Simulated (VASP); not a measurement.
Runs of VASP 6.6.1 on Lu. The structure is that of space group Fm-3m (No. 225), or close to it. The cells are those of the table. This isn't the form of Lu at room conditions, which is hcp.

| task | cell | gap on the mesh (eV) | pressure (GPa) |
| --- | --- | --- | --- |
| single point | a = 3.448 Å, angles 60.0°, 1 atom | none | (a) |
| relaxation of cell and atoms | relaxed to 20 GPa from a = 3.465 Å, angles 60.0°, 1 atom | none | 20.2 |
| single point | a = 2.981 Å, angles 60.0°, 1 atom | none | 40.8 |
| single point | a = 3.134 Å, angles 60.0°, 1 atom | none | 20.6 |
| relaxation of cell and atoms | relaxed from a = 3.465 Å, angles 60.0°, 1 atom | none | 0.0 |
| single point | a = 2.878 Å, angles 60.0°, 1 atom | none | 61.0 |

Alike in all rows: level PBE; potentials or basis VASP PAW PBE potentials, release 64 (Lu); no spin polarisation; k mesh 16 × 16 × 16; cutoff (eV) 600; smearing fermi-dirac 0.05 eV.

Q: Estimate the missing entries.

A: (a) 0.2.

Caveats: spin-orbit coupling is left out, which moves the levels of the heavy elements; the cell stands under pressure (at least some runs); the cell is relaxed towards a set pressure, so the run minimises the enthalpy, not the energy (at least some runs).

A k mesh can miss the band edges, and the runs leave out spin-orbit coupling on Lu.

A gap of «none» marks levels without a gap at the run's occupations.
